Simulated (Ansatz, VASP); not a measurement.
## One calculation of Ti3W2, two programs

```
Ti W
1.0
     4.01622    0.00000    0.00000
    -2.00811    3.47815    0.00000
     0.00000    0.00000    6.41589
Ti W
3 2
Direct
  0.50000 0.00000 0.50000
  0.00000 0.50000 0.50000
  0.50000 0.50000 0.50000
  0.00000 0.00000 0.17649
  0.00000 0.00000 0.82351
```

Alike in both runs: task single point; functional PBE; k mesh 6 × 6 × 4; occupations gaussian, width 0.1 eV; no spin polarisation.

|  | VASP | Ansatz |
| --- | --- | --- |
| version | VASP 6.6.1 | Ansatz 0.2.0 |
| potentials or method | VASP PAW PBE potentials, release 64 (Ti_sv, W_sv), cutoff 520 eV | scalar-relativistic, plane waves, PAW |
| valence electrons in the cell | 64 | 64 |

```csv
,VASP,Ansatz,Ansatz less VASP
gap on the k mesh at the Fermi level (eV),none,none,-
rms of the force components (eV/Å),0.571,0.430,-0.1407
```

Atom by atom the forces differ by 0.141 eV/Å (rms over components). A gap of «none» marks a metal or a gap that the smearing closes.

Neither program's run includes spin-orbit coupling.
